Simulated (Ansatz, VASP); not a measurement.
NaH in VASP and in Ansatz

```
Na H
1.0
     0.00000    2.47692    2.37958
     2.47692    0.00000    2.37958
     2.47692    2.47692    0.00000
Na H
1 1
Direct
  0.00000 0.00000 0.00000
  0.50000 0.50000 0.50000
```

Alike in both runs: task single point; functional r2SCAN; k mesh 10 × 10 × 10; occupations fermi-dirac, width 0.2 eV; no spin polarisation.

|  | VASP | Ansatz |
| --- | --- | --- |
| version | VASP 6.6.1 | Ansatz 0.2.0 |
| potentials or method | VASP PAW PBE potentials, release 64 (Na_pv, H), cutoff 520 eV | scalar-relativistic, plane waves, PAW |
| valence electrons in the cell | 8 | 10 |

|  | VASP | Ansatz | Ansatz less VASP |
| --- | --- | --- | --- |
| gap on the k mesh at the Fermi level (eV) | 4.28 | 4.27 | -0.010 |
| least direct gap on the mesh (eV) | 5.13 | 5.14 | +0.009 |
| pressure (GPa) | -1.3 | -1.2 | +0.12 |
| traceless stress, the component that is largest in VASP (GPa) | 0.81 | 0.79 | -0.011 |

VASP's potentials were made for PBE, not for r2SCAN. VASP's potentials hold 8 valence electrons a cell and Ansatz's 10, so a difference there can come from the potentials and not from the codes.
